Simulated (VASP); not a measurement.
**InSb3: single point with PBE**

InSb3:

```
In Sb
1.0
     4.75913    0.00000    0.00000
     0.00000    4.75913    0.00000
     0.00000    0.00000    5.05658
In Sb
1 3
Direct
  0.00000 0.00000 0.00000
  0.50000 0.00000 0.50000
  0.00000 0.50000 0.50000
  0.50000 0.50000 0.00000
```

This cell differs from its parent crystal: volume 28.632 Å^3 an atom, c/a of the conventional cell 1.0625.

```
Program             : VASP 6.6.1
Task                : single point
Functional          : PBE
Potentials or basis : VASP PAW PBE potentials, release 64 (In_d, Sb)
Cutoff              : 520 eV
k mesh              : 10 × 10 × 10
Occupations         : gaussian, width 0.15 eV
Spin                : no spin polarisation
```

```yaml
Pressure: -1.3 GPa
Band_gap_on_the_k_mesh: zero (band 14 reaches 10.32 eV, above the bottom of band 15 at 6.25 eV)
```

Stress tensor (GPa, compression positive):
```
-1.26  0.00  0.00
 0.00 -1.26  0.00
 0.00  0.00 -1.45
```

Levels at points of the mesh, in eV from the Fermi level:
```csv
k point,band 11,band 12,band 13,band 14,band 15,band 16,band 17,band 18
"(0.00, 0.00, 0.00)",-3.94,-3.49,0.35,0.35,0.48,1.72,1.91,1.91
"(0.50, 0.00, 0.00)",-2.51,-2.18,-1.75,-1.07,-0.80,1.83,2.08,2.14
"(0.50, 0.50, 0.00)",-1.94,-1.94,-1.39,-1.17,-1.17,-0.96,0.92,3.69
"(0.00, 0.00, 0.50)",-2.79,-1.92,-1.92,-0.76,-0.62,1.43,2.09,2.45
"(0.50, 0.00, 0.50)",-1.38,-1.37,-1.16,-0.97,-0.89,-0.19,1.29,2.85
"(0.50, 0.50, 0.50)",-4.71,-4.71,-4.65,2.90,3.15,3.15,3.85,3.91
```

It took 72 s on 1 thread of Intel(R) Xeon(R) 6975P-C (Granite Rapids), with other jobs on the host, peak memory 0.42 GiB.

Caveat: spin-orbit coupling is left out, which moves the levels of the heavy elements.
